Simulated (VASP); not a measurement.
# Fe (Fmmm) in VASP: notebook, part 2 of 2

VASP 6.6.1. The steps go on from the part before.

## Step 3: Single point, r2SCAN, collinear spin, ferromagnetic start

This run uses another cell than the first one, of 11.89 Å³/atom.

POSCAR

```
Fe
1.0
    0.0000000000      1.9672918273      1.9909647747
    1.5181582831      0.0000000000      1.9909647747
    1.5181582831      1.9672918273      0.0000000000
Fe
1
Direct
    0.0000000000      0.0000000000      0.0000000000
```

INCAR.step1

```
PREC = Accurate ; ENCUT = 520
ISMEAR = -1 ; SIGMA = 0.05
LREAL = False ; LASPH = True
NELM = 150 ; ISPIN = 2
MAGMOM = 3 ; LMAXMIX = 4
NBANDS = 14 ; GGA = PE
ALGO = Normal ; EDIFF = 1E-4
LWAVE = True ; LCHARG = False
```

INCAR.step2

```
PREC = Accurate ; ENCUT = 520
EDIFF = 1E-6 ; ISMEAR = -1
SIGMA = 0.05 ; LREAL = False
LASPH = True ; NELM = 150
ALGO = Normal ; ISIF = 2
LWAVE = False ; LCHARG = False
ISPIN = 2 ; MAGMOM = 3
LORBIT = 11 ; LMAXMIX = 4
METAGGA = R2SCAN ; LMIXTAU = True
NBANDS = 14 ; ISTART = 1
```

KPOINTS

```
regular mesh
0
Gamma
  13 13 13
```

Potentials or basis: VASP PAW PBE potentials, release 64 (Fe).

Launch:

```bash
cat potpaw_PBE.64/Fe/POTCAR > POTCAR
cp INCAR.step1 INCAR
mpirun -np 1 vasp_std > vasp.out
cp INCAR.step2 INCAR
mpirun -np 1 vasp_std > vasp.out
```

OUTCAR:

```text
PREC = Accurate
   ENCUT = 520
   EDIFF = 1E-6
   ISMEAR = -1
   LREAL = False
   LASPH = True
   NELM = 150
   ISIF = 2
   ISPIN = 2
   LORBIT = 11
   METAGGA = R2SCAN
   ISTART = 1

 ion  position               nearest neighbor table
   1  0.000  0.000  0.000-

  LATTYP: Found a face centered orthorhombic cell.
 ALAT       =     3.0363165662
 B/A-ratio  =     1.2958410524
 C/A-ratio  =     1.3114342535

  Lattice vectors:

 A1 = (   0.0000000000,   1.9672918273,   1.9909647747)
 A2 = (   1.5181582831,   0.0000000000,   1.9909647747)
[... 1024 lines left out ...]
  -------------------------------------------------------------------------------------
  Total       -0.3938982      0.0486805     -0.0290913     -0.0000000      0.0000000      0.0000000
  in kB      -53.0658543      6.5582289     -3.9191763     -0.0000000      0.0000000      0.0000000
  external PRESSURE =     -16.8089339 kB  Pullay stress =       0.0000000 kB

 VOLUME and BASIS-vectors are now :
 -----------------------------------------------------------------------------
  energy-cutoff  :      520.00
  volume of cell :       11.89
      direct lattice vectors                 reciprocal lattice vectors
     0.000000000  1.967291827  1.990964775    -0.329346423  0.254156497  0.251134529
     1.518158283  0.000000000  1.990964775     0.329346423 -0.254156497  0.251134529
     1.518158283  1.967291827  0.000000000     0.329346423  0.254156497 -0.251134529

 POSITION                                       TOTAL-FORCE (eV/Angst)
 -----------------------------------------------------------------------------------
      0.00000      0.00000      0.00000         0.000000      0.000000      0.000000
 -----------------------------------------------------------------------------------
    total drift:                               -0.000000      0.000000      0.000000

  FREE ENERGIE OF THE ION-ELECTRON SYSTEM (eV)
  ---------------------------------------------------
  free  energy   TOTEN  =       -14.3536150810 eV

  energy  without entropy=      -14.3473682202  energy(sigma->0) =      -14.35049165

 total charge

# of ion       s       p       d       tot
------------------------------------------
    1        0.476   0.540   6.165   7.181

 magnetization (x)

# of ion       s       p       d       tot
------------------------------------------
    1       -0.011  -0.111   2.856   2.734
```

OUTCAR.step1:

```text
PREC = Accurate
   ENCUT = 520
   ISMEAR = -1
   LREAL = False
   LASPH = True
   NELM = 150
[... 1054 lines left out ...]
 POSITION                                       TOTAL-FORCE (eV/Angst)
 -----------------------------------------------------------------------------------
      0.00000      0.00000      0.00000         0.000000      0.000000      0.000000
 -----------------------------------------------------------------------------------
    total drift:                                0.000000     -0.000000      0.000000

  FREE ENERGIE OF THE ION-ELECTRON SYSTEM (eV)
  ---------------------------------------------------
  free  energy   TOTEN  =        -8.2145562436 eV

  energy  without entropy=       -8.2051655103  energy(sigma->0) =       -8.20986088
```

OSZICAR.step1:

```text
N       E                     dE             d eps       ncg     rms          rms(c)
DAV:   1     0.218946615186E+02    0.21895E+02   -0.38011E+03 20830   0.690E+02
DAV:   2    -0.819650633663E+01   -0.30091E+02   -0.27554E+02 21020   0.127E+02
DAV:   3    -0.911796574384E+01   -0.92146E+00   -0.91487E+00 23172   0.233E+01
DAV:   4    -0.912113090001E+01   -0.31652E-02   -0.31649E-02 22328   0.123E+00
DAV:   5    -0.912114670362E+01   -0.15804E-04   -0.15804E-04 23028   0.897E-02    0.110E+01
DAV:   6    -0.831518070333E+01    0.80597E+00   -0.10918E+01 24212   0.375E+01    0.604E+00
DAV:   7    -0.822580857581E+01    0.89372E-01   -0.80818E-01 23762   0.976E+00    0.335E+00
DAV:   8    -0.822064163371E+01    0.51669E-02   -0.82307E-03 22768   0.528E-01    0.142E+00
DAV:   9    -0.821461040745E+01    0.60312E-02   -0.98185E-03 26084   0.547E-01    0.364E-01
DAV:  10    -0.821455624358E+01    0.54164E-04   -0.56995E-04 23108   0.271E-01
   1 F= -.82145562E+01 E0= -.82098609E+01  d E =-.939073E-02  mag=     2.3000
```

Wall time 5 min (1 thread of Intel Xeon 8259CL, shared host); peak memory 0.21 GiB.

What came out:

| Quantity | Value |
| --- | --- |
| Free energy | -14.3536 eV |
| Pressure | -1.7 GPa |
| Net moment | 2.67 μB per cell |
| Site moments | Fe +2.73 μB |
| Valence electrons inside the program's atomic spheres | Fe 7.18 |

Caveat: the stress differs along the axes, from -5 to 1 GPa; the PAW data sets were made with another functional, which shifts forces and pressure a little.

## Step 4: Single point, PBE, collinear spin, ferromagnetic start

This run uses another cell than the first one, of 11.44 Å³/atom.

INCAR

```
SYSTEM = Fe
ALGO = Normal
EDIFF = 1E-6
ENCUT = 690
GGA = PE
GGA_COMPAT = .False.
ISIF = 2
ISMEAR = -1
ISPIN = 2
LASPH = .True.
LCHARG = .True.
LELF = .True.
LMAXMIX = 4
LORBIT = 11
LREAL = .False.
LVHAR = .True.
LWAVE = .False.
MAGMOM = 2.2
NBANDS = 18
NELM = 200
NUPDOWN = 2.2
PREC = Accurate
SIGMA = 0.05
```

KPOINTS

```
k-points
0
Gamma
  11 11 11
  0 0 0
```

POSCAR

```
Fe
1.0
    0.0000000000      1.9417396906      1.9651051623
    1.4984397099      0.0000000000      1.9651051623
    1.4984397099      1.9417396906      0.0000000000
Fe
1
Direct
    0.0000000000      0.0000000000      0.0000000000
```

Potentials or basis: VASP PAW PBE potentials, release 64 (Fe_sv).

Launch:

```bash
cat potpaw_PBE.64/Fe_sv/POTCAR > POTCAR
mpirun -np 1 vasp_std > vasp.out
```

Wall time 2 min (1 thread of Intel Xeon Platinum 8375C at 2.90GHz (Ice Lake), shared host); peak memory 0.22 GiB.

The run converged. Its results:

```yaml
Free_energy: -8.3419 eV
Pressure: -2.2 GPa
Net_moment: 2.20 μB per cell
Site_moments: Fe +2.21 μB
Valence_electrons_inside_the_program's_atomic_spheres: Fe 13.74
```

Stress tensor (GPa, compression positive):
```
-7.65  0.00  0.00
 0.00  1.76  0.00
 0.00  0.00 -0.57
```

Caveat: the stress differs along the axes, from -8 to 2 GPa; the total moment is fixed, so each spin has its own Fermi level and the state may be an excited one.

## Step 5: Overview

| level | potentials or basis | fixed moment (μB) | cell | k mesh | cutoff (eV) | gap on the mesh (eV) | pressure (GPa) | moment (μB) |
| --- | --- | --- | --- | --- | --- | --- | --- | --- |
| r2SCAN | VASP PAW PBE potentials, release 64 (Fe) | - | a = 2.781, b = 2.488, c = 2.469 Å, angles 68.3, 56.2, 55.6°, 1 atom | 13 × 13 × 13 | 520 | none | 2.0 | 2.65 |
| r2SCAN | VASP PAW PBE potentials, release 64 (Fe) | - | a = 2.799, b = 2.504, c = 2.485 Å, angles 68.3, 56.2, 55.6°, 1 atom | 13 × 13 × 13 | 520 | none | -1.7 | 2.67 |
| PBE | VASP PAW PBE potentials, release 64 (Fe_sv) | 2.2 | a = 2.763, b = 2.471, c = 2.453 Å, angles 68.3, 56.2, 55.6°, 1 atom | 11 × 11 × 11 | 690 | - | -2.2 | 2.20 |

Alike in all rows: task single point; spin collinear, ferromagnetic start; smearing fermi-dirac 0.05 eV.

Caveats: the PAW data sets were made with another functional, which shifts forces and pressure a little (at least some runs); the stress differs along the axes, from -2 to 5 GPa (at least some runs); the stress differs along the axes, from -5 to 1 GPa (at least some runs); the stress differs along the axes, from -8 to 2 GPa (at least some runs); the total moment is fixed, so each spin has its own Fermi level and the state may be an excited one (at least some runs).

Total energies depend on the potentials used, so only differences within one code and one set of settings carry meaning.
